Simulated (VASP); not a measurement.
Crystal: ScAl2.

```
Sc Al
1.0
     2.98097    0.00000    0.00000
    -1.49049    2.58160    0.00000
     0.00000    0.00000    7.30187
Sc Al
1 2
Direct
  0.00000 0.00000 0.00000
  0.33333 0.66667 0.66667
  0.66667 0.33333 0.33333
```

```yaml
Program: VASP 6.6.1
Task: relaxation of cell and atoms
Functional: PBE
Potentials_or_basis: VASP PAW PBE potentials, release 64 (Sc_sv, Al)
Cutoff: 600 eV
k_mesh: 18 × 18 × 6
Occupations: gaussian, width 0.1 eV
Spin: no spin polarisation
```

At the start: pressure 1.8 GPa; volume 18.73 Å³/atom.

Question: How do energy, volume and symmetry change on relaxing?

Answer: Over 7 steps the energy falls by 20.5 meV/atom and the volume is 19.29 Å³/atom (+3.0 %); space group P-3m1 (No. 164, to 0.1 Å) before and after.

The path:
```
step  energy change (eV)  largest force (eV/Å)  pressure (GPa)  volume (Å³)
   1              0.0000                0.4471            1.84        56.19
   2             -0.0375                0.3060           -0.32        57.96
   3             -0.0437                0.2160           -1.56        59.15
   4             -0.0599                0.0987           -0.34        58.21
   5             -0.0604                0.0675           -0.05        58.02
   6             -0.0614                0.0287           -0.01        57.93
   7             -0.0616                0.0033            0.02        57.86
```

Final structure:
```xyz
3
Lattice="3.0609 0.0000 0.0000 -1.5305 2.6508 0.0000 0.0000 0.0000 7.1309" Properties=species:S:1:pos:R:3 pbc="T T T"
Sc    0.0000    0.0000    0.0000
Al    0.0000    1.7672    4.6833
Al    1.5305    0.8836    2.4476
```
